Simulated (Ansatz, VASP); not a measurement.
**One calculation of Te5Mo, two programs**

```
Te Mo
1.0
     8.06755    0.00000    0.00000
    -4.03378    6.98670    0.00000
     0.00000    0.00000    3.33323
Te Mo
5 1
Direct
  0.00000 0.26818 0.50000
  0.73182 0.73182 0.50000
  0.26818 0.00000 0.50000
  0.66667 0.33333 0.00000
  0.33333 0.66667 0.00000
  0.00000 0.00000 0.00000
```

Change from the starting cell: species swapped into the MgZn5 type (P-62m, No. 189).

Alike in both runs: functional PBE; k mesh 3 × 3 × 4; occupations gaussian, width 0.1 eV; no spin polarisation.

Ansatz relaxed the structure, and its values are those at the end. VASP's run is a single point on that final structure, the one shown.

|  | VASP | Ansatz |
| --- | --- | --- |
| version | VASP 6.6.1 | Ansatz 0.2.0 |
| potentials or method | VASP PAW PBE potentials, release 64 (Te, Mo_sv), cutoff 520 eV | scalar-relativistic, plane waves, PAW |
| valence electrons in the cell | 44 | 94 |

|  | VASP | Ansatz | Ansatz less VASP |
| --- | --- | --- | --- |
| gap on the k mesh at the Fermi level (eV) | none | none | - |
| pressure (GPa) | -0.3 | -0.2 | +0.03 |
| rms of the force components (eV/Å) | 0.003 | 0.001 | -0.0025 |

A gap of «none» marks a metal or a gap that the smearing closes. VASP's potentials hold 44 valence electrons a cell and Ansatz's 94, so a difference there can come from the potentials and not from the codes.

The k mesh is coarse, so the values compare programs but aren't converged. Neither program's run includes spin-orbit coupling.
